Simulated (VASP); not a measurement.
# LiCl (F-43m) in VASP: settings compared

The runs below take LiCl through single point, with PBE, r2SCAN.

Everything below comes from runs of VASP 6.6.1. Logs are shortened: lines on timing, memory, paths and dates and some standing lists are left out, and cuts for length are marked.

### 1 The cell of the first run

It takes space group F-43m (No. 216, cubic). Conventional cell: a = 5.466 Å, b = 5.466 Å, c = 5.466 Å, α = 90.00°, β = 90.00°, γ = 90.00°. Within 3.1 Å of Li (site symmetry -43m) lie 4 Cl at 2.37 Å. Cl (site symmetry -43m) has 4 Li at 2.37 Å within 3.1 Å.

### 2 Single point, PBE

INCAR

```
PREC = Accurate ; ENCUT = 520
EDIFF = 1E-7 ; ISMEAR = 0
SIGMA = 0.01 ; LREAL = F
LASPH = T ; NELM = 80
ALGO = Normal ; ISIF = 2
LWAVE = F ; LCHARG = F
GGA = PE ; NBANDS = 12
```

KPOINTS

```
regular mesh
0
Gamma
  8 8 8
```

POSCAR

```
LiCl
1.0
    0.0000000000      2.7330425368      2.7330425368
    2.7330425368      0.0000000000      2.7330425368
    2.7330425368      2.7330425368      0.0000000000
Li Cl
1 1
Direct
    0.0000000000      0.0000000000      0.0000000000
    0.2500000000      0.2500000000      0.2500000000
```

Potentials or basis: VASP PAW PBE potentials, release 64 (Li_sv, Cl).

Run with:

```
> cat potpaw_PBE.64/Li_sv/POTCAR potpaw_PBE.64/Cl/POTCAR > POTCAR
> mpirun -np 1 vasp_std > vasp.out
```

OUTCAR:

```text
PREC = Accurate
   ENCUT = 520
   EDIFF = 1E-7
   ISMEAR = 0
   LREAL = F
   LASPH = T
   NELM = 80
   ISIF = 2
   GGA = PE

 ion  position               nearest neighbor table
   1  0.000  0.000  0.000-   2 2.37   2 2.37   2 2.37   2 2.37
   2  0.250  0.250  0.250-   1 2.37   1 2.37   1 2.37   1 2.37

  LATTYP: Found a face centered cubic cell.
 ALAT       =     5.4660850736

  Lattice vectors:

 A1 = (   0.0000000000,   2.7330425368,   2.7330425368)
 A2 = (   2.7330425368,   0.0000000000,   2.7330425368)
 A3 = (   2.7330425368,   2.7330425368,   0.0000000000)

Analysis of symmetry for initial positions (statically):
=====================================================================
 Subroutine PRICEL returns:
 Original cell was already a primitive cell.

 Routine SETGRP: Setting up the symmetry group for a
 face centered cubic supercell.

 Subroutine GETGRP returns: Found 24 space group operations
 (whereof 24 operations were pure point group operations)
 out of a pool of 48 trial point group operations.

The static configuration has the point symmetry T_d .

Analysis of symmetry for dynamics (positions and initial velocities):
=====================================================================
 Subroutine PRICEL returns:
 Original cell was already a primitive cell.

 Routine SETGRP: Setting up the symmetry group for a
 face centered cubic supercell.

 Subroutine GETGRP returns: Found 24 space group operations
 (whereof 24 operations were pure point group operations)
 out of a pool of 48 trial point group operations.

The dynamic configuration has the point symmetry T_d .

 Subroutine INISYM returns: Found 24 space group operations
 (whereof 24 operations are pure point group operations),
 and found     1 'primitive' translations

----------------------------------------------------------------------------------------

                                     Primitive cell

  volume of cell :      40.8290

  direct lattice vectors                    reciprocal lattice vectors
     0.000000000  2.733042537  2.733042537    -0.182946293  0.182946293  0.182946293
     2.733042537  0.000000000  2.733042537     0.182946293 -0.182946293  0.182946293
     2.733042537  2.733042537  0.000000000     0.182946293  0.182946293 -0.182946293

  length of vectors
     3.865105822  3.865105822  3.865105822     0.316872274  0.316872274  0.316872274

  position of ions in fractional coordinates (direct lattice)
     0.000000000  0.000000000  0.000000000
     0.250000000  0.250000000  0.250000000

  ion indices of the primitive-cell ions
   primitive index   ion index
                 1           1
                 2           2

----------------------------------------------------------------------------------------

 KPOINTS: regular mesh

Automatic generation of k-mesh.
 Grid dimensions read from file:
 generate k-points for:    8    8    8

 Generating k-lattice:

  Cartesian coordinates                     Fractional coordinates (reciprocal lattice)
    -0.022868287  0.022868287  0.022868287     0.125000000  0.000000000  0.000000000
     0.022868287 -0.022868287  0.022868287     0.000000000  0.125000000  0.000000000
     0.022868287  0.022868287 -0.022868287     0.000000000  0.000000000  0.125000000

  Length of vectors
     0.039609034  0.039609034  0.039609034

  Shift w.r.t. Gamma in fractional coordinates (k-lattice)
     0.000000000  0.000000000  0.000000000

 Subroutine IBZKPT returns following result:
 ===========================================

 Found     29 irreducible k-points:

 Following reciprocal coordinates:
            Coordinates               Weight
  0.000000  0.000000  0.000000      1.000000
  0.125000  0.000000  0.000000      8.000000
  0.250000  0.000000  0.000000      8.000000
  0.375000  0.000000  0.000000      8.000000
  0.500000  0.000000  0.000000      4.000000
  0.125000  0.125000  0.000000      6.000000
[... 16 lines left out ...]
  0.500000  0.250000  0.125000     48.000000
 -0.375000  0.250000  0.125000     24.000000
 [... further k-points ...]
   k-points           NKPTS =     29   k-points in BZ     NKDIM =     29   number of bands    NBANDS=     12
   number of dos      NEDOS =    301   number of ions     NIONS =      2
   total plane-waves  NPLWV =  27000
   dimension x,y,z NGX =    30 NGY =   30 NGZ =   30
   dimension x,y,z NGXF=    60 NGYF=   60 NGZF=   60
   ions per type =               1   1
   NGX,Y,Z   is equivalent  to a cutoff of  12.90, 12.90, 12.90 a.u.
   NGXF,Y,Z  is equivalent  to a cutoff of  25.81, 25.81, 25.81 a.u.
 SYSTEM =  unknown system
   PREC   = accura    normal or accurate (medium, high low for compatibility)
   ISTART =      0    job   : 0-new  1-cont  2-samecut
   ICHARG =      2    charge: 1-file 2-atom 10-const
   ISPIN  =      1    spin polarized calculation?
   LNONCOLLINEAR =      F non collinear calculations
   LSORBIT =      F    spin-orbit coupling
   LASPH  =      T    aspherical Exc in radial PAW
   ENCUT  =  520.0 eV  38.22 Ry    6.18 a.u.   7.19  7.19  7.19*2*pi/ulx,y,z
   NELM   =     80;   NELMIN=  2; NELMDL= -5     # of ELM steps
   EDIFF  = 0.1E-06   stopping-criterion for ELM
   LREAL  =      F    real-space projection
   EDIFFG = 0.1E-05   stopping-criterion for IOM
   NSW    =      0    number of steps for IOM
   IBRION =     -1    ionic relax: 0-MD 1-quasi-New 2-CG
   NFREE  =      0    steps in history (QN), initial steepest desc. (CG)
   ISIF   =      2    stress and relaxation
   ISYM   =      2    0-nonsym 1-usesym 2-fastsym
   POTIM  = 0.5000    time-step for ionic-motion
   TEBEG  =    0.0;   TEEND  =   0.0 temperature during run
   PSTRESS=    0.0 pullay stress
   NELECT =      10.0000    total number of electrons
   NUPDOWN=      -1.0000    fix difference up-down
   EMIN   =  10.00;   EMAX   =-10.00  energy-range for DOS
   EFERMI =   0.00;   METHOD = LEGACY
   ISMEAR =     0;   SIGMA  =   0.01  broadening in eV -4-tet -1-fermi 0-gaus
   EFERMI_NEDOS =   21; number of points for ismear=-14 and -15
   IALGO  =     38    algorithm
   IMIX   =      4    mixing-type and parameters
     AMIX     =   0.40;   BMIX     =  1.00
     AMIX_MAG =   1.60;   BMIX_MAG =  1.00
  volume/ion in A,a.u.               =      20.41       137.76
  Fermi-wavevector in a.u.,A,eV,Ry     =   1.024279  1.935607 14.274529  1.049148
  Thomas-Fermi vector in A             =   2.158058
   LORBIT       =      0    0 simple, 1 ext, 2 COOP (PROOUT), +10 PAW based schemes
   GGA     = PE    functional components
   LHFCALC =     F    Hartree Fock is set to
   AEXX    =    0.0000 exact exchange contribution
   IVDW    =     0    specifies the selected vdW correction
   LEPSILON=     F    determine dielectric tensor
   LRPA    =     F    only Hartree local field effects (RPA)
 non-spin polarized calculation
 Gauss-broadening in eV      SIGMA  =   0.01
  energy-cutoff  :      520.00
  volume of cell :       40.83
 maximum number of plane-waves:      1124
 NGX is ok and might be reduce to    30
   NGX = 15   NGY = 15   NGZ = 15

 number of electron      10.0000001 magnetization

 Free energy of the ion-electron system (eV)
  ---------------------------------------------------
  ext. energy  EPLUGINS =         0.00000000
  ---------------------------------------------------
  free energy    TOTEN  =        -7.42515514 eV

  energy without entropy =       -7.42515514  energy(sigma->0) =       -7.42515514

 E-fermi :  -1.0450     XC(G=0):  -7.7281

 val. band max:       -1.1403128733   @ k =   0.0000   0.0000   0.0000
 cond. band min:       4.9149986698   @ k =   0.0000   0.0000   0.0000
 fundamental gap:      6.0553115431
 Fermi energy:        -1.0449886110

 k-point     1 :       0.0000    0.0000    0.0000
  band No.  band energies     occupation
      1     -43.9807      2.00000
      2     -13.8747      2.00000
      3      -1.1403      2.00000
      4      -1.1403      2.00000
      5      -1.1403      2.00000
      6       4.9150      0.00000
      7       9.0388      0.00000
      8       9.0389      0.00000
      9       9.0389      0.00000
     10      13.3970      0.00000
     11      13.3970      0.00000
     12      16.5816      0.00000

 k-point     2 :       0.1250    0.0000    0.0000
  band No.  band energies     occupation
      1     -43.9805      2.00000
      2     -13.8339      2.00000
      3      -1.5120      2.00000
      4      -1.1864      2.00000
      5      -1.1864      2.00000
      6       5.3227      0.00000
      7       9.1438      0.00000
      8       9.2120      0.00000
      9       9.2120      0.00000
     10      12.8896      0.00000
     11      12.8897      0.00000
     12      15.5806      0.00000

 k-point     3 :       0.2500    0.0000    0.0000
  band No.  band energies     occupation
      1     -43.9800      2.00000
      2     -13.7320      2.00000
      3      -2.2759      2.00000
      4      -1.2926      2.00000
      5      -1.2926      2.00000
      6       6.1875      0.00000
      7       9.3488      0.00000
      8       9.4261      0.00000
      9       9.4261      0.00000
     10      12.7096      0.00000
     11      12.7096      0.00000
     12      15.0332      0.00000
[... 286 lines left out ...]
 k-point    23 :       0.5000    0.2500    0.1250
  band No.  band energies     occupation
      1     -43.9791      2.00000
      2     -13.5686      2.00000
      3      -2.7692      2.00000
      4      -1.9069      2.00000
      5      -1.5730      2.00000
      6       7.2792      0.00000
      7       8.4872      0.00000
      8       9.9923      0.00000
      9      10.4137      0.00000
     10      12.3701      0.00000
     11      14.9556      0.00000
     12      15.7014      0.00000

 k-point    24 :      -0.3750    0.2500    0.1250
  band No.  band energies     occupation
      1     -43.9790      2.00000
      2     -13.5315      2.00000
      3      -2.9293      2.00000
      4      -1.9458      2.00000
      5      -1.6530      2.00000
      6       7.6945      0.00000
      7       8.1298      0.00000
      8      10.3354      0.00000
      9      10.5409      0.00000
     10      12.6573      0.00000
     11      14.7185      0.00000
     12      15.5580      0.00000

 [... further k-points ...]
[... 5 lines left out ...]
  --------------------------------------------------------------------------------------
  -------------------------------------------------------------------------------------
  Total        0.1561577      0.1561577      0.1561577      0.0000000      0.0000000      0.0000000
  in kB        6.1278047      6.1278047      6.1278047      0.0000000      0.0000000      0.0000000
  external PRESSURE =       6.1278047 kB  Pullay stress =       0.0000000 kB

 VOLUME and BASIS-vectors are now :
 -----------------------------------------------------------------------------
  energy-cutoff  :      520.00
  volume of cell :       40.83
      direct lattice vectors                 reciprocal lattice vectors
     0.000000000  2.733042537  2.733042537    -0.182946293  0.182946293  0.182946293
     2.733042537  0.000000000  2.733042537     0.182946293 -0.182946293  0.182946293
     2.733042537  2.733042537  0.000000000     0.182946293  0.182946293 -0.182946293

 POSITION                                       TOTAL-FORCE (eV/Angst)
 -----------------------------------------------------------------------------------
      0.00000      0.00000      0.00000         0.000000     -0.000000     -0.000000
      1.36652      1.36652      1.36652        -0.000000      0.000000      0.000000
 -----------------------------------------------------------------------------------
    total drift:                                0.000000      0.000000      0.000000

  FREE ENERGIE OF THE ION-ELECTRON SYSTEM (eV)
  ---------------------------------------------------
  free  energy   TOTEN  =        -7.4251551443 eV

  energy  without entropy=       -7.4251551443  energy(sigma->0) =       -7.42515514
```

It took 32 s on 1 thread of AMD EPYC 7R13, shared host; peak memory 0.13 GiB.

What came out:

```
Free energy            : -7.4252 eV
Band gap on the k mesh : 6.06 eV, direct
```

Caveat: the cutoff is under 1.25 times the usual one of these potentials, so pressure, stress and relaxed cells hold a basis-set (Pulay) error.

### 3 Single point, r2SCAN

POSCAR is that of step 2.

INCAR.step1

```
ALGO     = Normal         # electronic algorithm
EDIFF    = 1E-4           # SCF threshold, eV
ENCUT    = 520            # plane-wave cutoff, eV
GGA      = PE             # functional
ISMEAR   = 0              # smearing method
LASPH    = True           # aspherical terms in the spheres
LCHARG   = False          # write CHGCAR
LREAL    = False          # projectors in reciprocal space
LWAVE    = True           # write WAVECAR
NBANDS   = 12             # bands
NELM     = 100            # most SCF steps
PREC     = Accurate       # precision mode
SIGMA    = 0.01           # smearing width, eV
```

INCAR.step2

```
ALGO     = Normal         # electronic algorithm
EDIFF    = 1E-7           # SCF threshold, eV
ENCUT    = 520            # plane-wave cutoff, eV
ISIF     = 2              # what is computed and relaxed
ISMEAR   = 0              # smearing method
ISTART   = 1            
LASPH    = True           # aspherical terms in the spheres
LCHARG   = True           # write CHGCAR
LELF     = True           # ELF
LMIXTAU  = True         
LREAL    = False          # projectors in reciprocal space
LVHAR    = True         
LWAVE    = False          # write WAVECAR
METAGGA  = R2SCAN         # meta-GGA
NBANDS   = 12             # bands
NELM     = 100            # most SCF steps
PREC     = Accurate       # precision mode
SIGMA    = 0.01           # smearing width, eV
```

KPOINTS

```
k-points
0
Gamma
  6 6 6
```

Potentials or basis: VASP PAW PBE potentials, release 64 (Li_sv, Cl).

Run with:

```
> cat potpaw_PBE.64/Li_sv/POTCAR potpaw_PBE.64/Cl/POTCAR > POTCAR
> cp INCAR.step1 INCAR
> mpirun -np 1 vasp_std > vasp.out
> cp INCAR.step2 INCAR
> mpirun -np 1 vasp_std > vasp.out
```

Run time: 74 s. Hardware: 1 thread of AMD EPYC 7R13, shared host; peak memory 0.13 GiB.

The run converged. Its results:

| Property | Result |
| --- | --- |
| Free energy | -12.5779 eV |
| Band gap on the k mesh | 6.77 eV, direct |

Levels at points of the mesh, in eV from the valence-band top:
| k point | band 3 | band 4 | band 5 | band 6 | band 7 | band 8 |
| --- | --- | --- | --- | --- | --- | --- |
| (0.00, 0.00, 0.00) | 0.00 | 0.00 | 0.00 | 6.77 | 11.05 | 11.05 |
| (0.50, 0.00, 0.00) | -2.04 | -0.29 | -0.29 | 9.21 | 11.13 | 11.13 |
| (0.50, 0.50, 0.00) | -1.65 | -0.85 | -0.85 | 7.18 | 10.44 | 14.68 |

Caveat: the cutoff is under 1.25 times the usual one of these potentials, so pressure, stress and relaxed cells hold a basis-set (Pulay) error; the PAW data sets were made with another functional, which shifts forces and pressure a little. A k mesh can miss the band edges.
